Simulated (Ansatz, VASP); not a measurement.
## One calculation of Ba, two programs

The input INCAR:

```
PREC     = Accurate       # precision mode
ENCUT    = 520            # plane-wave cutoff, eV
EDIFF    = 1E-7           # SCF threshold, eV
ISMEAR   = 0              # smearing method
SIGMA    = 0.15           # smearing width, eV
LREAL    = F              # projectors in reciprocal space
LASPH    = T              # aspherical terms in the spheres
NELM     = 100            # most SCF steps
ALGO     = Normal         # electronic algorithm
ISIF     = 2              # what is computed and relaxed
LWAVE    = F              # write WAVECAR
LCHARG   = T              # write CHGCAR
GGA      = PE             # functional
IVDW     = 12             # dispersion correction
LELF     = T              # ELF
LVHAR    = T            
NBANDS   = 11             # bands
```

The input KPOINTS:

```
regular mesh
0
Gamma
  14 14 8
```

Contents of POSCAR:

```
Ba
1.0
    1.8768000000     -3.6500000000      0.0000000000
    1.8768000000      3.6500000000      0.0000000000
    0.0000000000      0.0000000000      5.7000000000
Ba
1
Direct
    0.0000000000      0.0000000000      0.0000000000
```

Input for Ansatz:

```yaml
crystal:
  lattice:
    - [1.8768, -3.65, 0.0]
    - [1.8768, 3.65, 0.0]
    - [0.0, 0.0, 5.7]
  atoms:
    - { symbol: Ba, position: [0.0, 0.0, 0.0] }
basis:
  ecutwfc: 420
kpoints:
  mp_grid: { grid: [14, 14, 8] }
hamiltonian:
  xc: pbe
  dispersion: d3bj
scf:
  occupations: { method: gaussian, width: 0.15 }
output:
  forces: true
  stress: true
  eigenvalues: true
```

Change from the starting cell: strain -0.0400 x Voigt [1, 0, 0, 0, 0, 0], atoms carried along.

Alike in both runs: task single point; functional PBE; dispersion D3(BJ); k mesh 14 × 14 × 8; occupations gaussian, width 0.15 eV; no spin polarisation.

|  | VASP | Ansatz |
| --- | --- | --- |
| version | VASP 6.6.1 | Ansatz 0.2.0 |
| potentials or method | VASP PAW PBE potentials, release 64 (Ba_sv), cutoff 520 eV | scalar-relativistic, plane waves, PAW |
| valence electrons in the cell | 10 | 10 |

|  | VASP | Ansatz | Ansatz less VASP |
| --- | --- | --- | --- |
| gap on the k mesh at the Fermi level (eV) | none | none | - |
| pressure (GPa) | 0.6 | 0.5 | -0.06 |
| traceless stress, the component that is largest in VASP (GPa) | -3.32 | -3.25 | +0.076 |

A gap of «none» marks a metal or a gap that the smearing closes.

Spin-orbit coupling is off throughout.
